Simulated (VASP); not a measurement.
Runs of VASP 6.6.1 on Li2S. The structure is that of space group Fm-3m (No. 225), or close to it. The cells are those of the table. 

| task | level | cell | k mesh | cutoff (eV) | smearing | tolerance level | purpose | route | dipole correction | gap on the mesh (eV) | pressure (GPa) |
| --- | --- | --- | --- | --- | --- | --- | --- | --- | --- | --- | --- |
| band structure | RPBE | a = 4.023 Å, angles 60.0°, 3 atoms | 11 × 11 × 11 | 800 | gaussian 0.03 eV | standard | bands | KPOINTS_OPT | - | 3.60 | (b) |
| single point | PBEsol | a = 3.996 Å, angles 60.0°, 3 atoms | 8 × 8 × 8 | 750 | fermi-dirac 0.05 eV | - | - | - | no | 3.20 | 0.0 |
| single point | PBEsol | a = 4.102 Å, angles 60.0°, 3 atoms | 8 × 8 × 8 | 750 | fermi-dirac 0.05 eV | - | - | - | no | 3.25 | -2.9 |
| single point | PBE | a = 3.941 Å, angles 60.0°, 3 atoms | 8 × 8 × 8 | 750 | fermi-dirac 0.05 eV | - | - | - | no | 3.34 | 3.2 |
| single point | PBE | a = 4.049 Å, angles 60.0°, 3 atoms | 8 × 8 × 8 | 750 | fermi-dirac 0.05 eV | - | - | - | no | (c) | (a) |

Alike in all rows: potentials or basis VASP PAW PBE potentials, release 64 (S, Li_sv); no spin polarisation.

Question: Estimate the missing entries.

Answer: (a) -0.7; (b) 1.8; (c) 3.40.

Caveats: the PAW data sets were made with another functional, which shifts forces and pressure a little (at least some runs); the cell stands under pressure (at least some runs).

A k mesh can miss the band edges.
